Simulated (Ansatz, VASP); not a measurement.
## Two plane-wave programs on AlGaN

```
CELL_PARAMETERS angstrom
4.16369 0.00000 0.00000
0.00000 4.16369 0.00000
0.00000 0.00000 5.03072
ATOMIC_POSITIONS crystal
Al 0.50000 0.00000 0.00000
Al 0.00000 0.50000 0.50000
Ga 0.50000 0.50000 0.00000
Ga 0.50000 0.50000 0.50000
N 0.00000 0.50000 0.00000
N 0.50000 0.00000 0.50000
```

Alike in both runs: task single point; functional PBE; k mesh 4 × 4 × 4; occupations gaussian, width 0.1 eV; collinear spin.

```csv
,VASP,Ansatz
version,VASP 6.6.1,Ansatz 0.2.0
potentials or method,"VASP PAW PBE potentials, release 64 (Al, Ga_d, N), cutoff 520 eV","scalar-relativistic, plane waves, PAW"
valence electrons in the cell,42,42
```

|  | VASP | Ansatz | Ansatz less VASP |
| --- | --- | --- | --- |
| gap on the k mesh at the Fermi level (eV) | none | none | - |
| pressure (GPa) | 25.1 | 24.9 | -0.16 |
| traceless stress, the component that is largest in VASP (GPa) | -27.00 | -26.89 | +0.112 |
| net moment per atom (μB) | 0.00 | 0.00 | 0.000 |

A gap of «none» marks a metal or a gap that the smearing closes. With one functional, cell and mesh, what is left measures potentials, basis and numerics. Ansatz's warnings: seeded moment not kept.

The k mesh is coarse, so the values compare programs but aren't converged.
